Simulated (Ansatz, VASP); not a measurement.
## One calculation of Os, two programs

```xyz
2
Lattice="2.7390 0.0000 0.0000 -1.3695 2.3721 0.0000 0.0000 0.0000 4.3162" Properties=species:S:1:pos:R:3 pbc="T T T"
Os    0.0000    1.5814    1.0791
Os    1.3695    0.7907    3.2372
```

Alike in both runs: functional r2SCAN; k mesh 14 × 14 × 8; occupations fermi-dirac, width 0.1 eV; no spin polarisation.

Ansatz relaxed the structure, and its values are those at the end. VASP's run is a single point on that final structure, the one shown.

|  | VASP | Ansatz |
| --- | --- | --- |
| version | VASP 6.6.1 | Ansatz 0.2.0 |
| potentials or method | VASP PAW PBE potentials, release 64 (Os) | PAW with Ansatz's default frozen-core files, scalar-relativistic |
| plane-wave cutoff (eV) | 520 | 500 |
| valence electrons in the cell | 16 | 32 |

```tsv
	VASP	Ansatz	Ansatz less VASP
pressure (GPa)	1.0	0.0	-0.99
```

VASP's potentials were made for PBE, not for r2SCAN. VASP's potentials hold 16 valence electrons a cell and Ansatz's 32, so a difference there can come from the potentials and not from the codes.

Spin-orbit coupling is off throughout.
